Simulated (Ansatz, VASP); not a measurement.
## BeHBr in VASP and in Ansatz

```
CELL_PARAMETERS angstrom
3.49006 0.00000 0.00000
0.00000 3.49006 0.00000
0.00000 0.00000 7.15653
ATOMIC_POSITIONS crystal
Be 0.00000 0.50000 0.14000
Be 0.50000 0.00000 0.86000
H 0.00000 0.00000 0.00000
H 0.50000 0.50000 0.00000
Br 0.00000 0.50000 0.67000
Br 0.50000 0.00000 0.33000
```

Alike in both runs: task single point; functional r2SCAN; k mesh 10 × 10 × 5; no spin polarisation.

|  | VASP | Ansatz |
| --- | --- | --- |
| version | VASP 6.6.1 | Ansatz 0.2.0 |
| potentials or method | VASP PAW PBE potentials, release 64 (Be, H, Br), cutoff 520 eV | PAW plane waves |
| occupations | fermi-dirac, width 0.1 eV | fermi-dirac |
| valence electrons in the cell | 20 | 20 |

Ansatz gave:

| Property | Result |
| --- | --- |
| pressure (GPa) | -8.8 |
| traceless stress, the component that is largest in VASP (GPa) | 9.95 |
| rms of the force components (eV/Å) | 0.297 |

**Question.** What did VASP give for the same quantities?

**Answer.** Pressure (GPa): -8.8; traceless stress, the component that is largest in VASP (GPa): 9.95; rms of the force components (eV/Å): 0.296.

VASP's potentials were made for PBE, not for r2SCAN. Atom by atom the forces differ by 0.001 eV/Å (rms over components).
